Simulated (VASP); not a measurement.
Input of a VASP 6.6.1 run:

File POSCAR:

```
Mg
1.0
    3.2013607708      0.0000000000      0.0000000000
   -1.6006803854      2.7724597542      0.0000000000
    0.0000000000      0.0000000000      5.1549713245
Mg
2
Direct
    0.3333333333      0.6666666667      0.7500000000
    0.6666666667      0.3333333333      0.2500000000
```

Contents of INCAR.step1:

```
SYSTEM = Mg
PREC = Accurate
ENCUT = 600
ISMEAR = 0
SIGMA = 0.05
LREAL = .FALSE.
LASPH = .TRUE.
NELM = 60
GGA = PE
ALGO = Normal
EDIFF = 1E-4
LWAVE = .TRUE.
LCHARG = .FALSE.
```

File INCAR.step2:

```
SYSTEM = Mg
PREC = Accurate
ENCUT = 600
EDIFF = 1E-7
ISMEAR = 0
SIGMA = 0.05
LREAL = .FALSE.
LASPH = .TRUE.
NELM = 60
ALGO = Normal
ISIF = 4
LWAVE = .FALSE.
LCHARG = .FALSE.
METAGGA = R2SCAN
LMIXTAU = .TRUE.
IBRION = 2
NSW = 60
EDIFFG = -0.01
ISTART = 1
```

The input KPOINTS:

```
regular mesh
0
G
  16 16 8
  0 0 0
```

Potentials or basis: VASP PAW PBE potentials, release 64 (Mg).

Run with:

```bash
$ cat potpaw_PBE.64/Mg/POTCAR > POTCAR
$ cp INCAR.step1 INCAR
$ mpirun -np 1 vasp_std > vasp.out
$ cp INCAR.step2 INCAR
$ mpirun -np 1 vasp_std > vasp.out
```

Task: What does it give for the band gap on the k mesh?

Result: Zero (bands 2 and 3 overlap by 2.11 eV).

Final structure:
```
Mg
1.0
     3.20266    0.00000    0.00000
    -1.60133    2.77358    0.00000
     0.00000    0.00000    5.15080
Mg
2
Direct
  0.33333 0.66667 0.75000
  0.66667 0.33333 0.25000
```
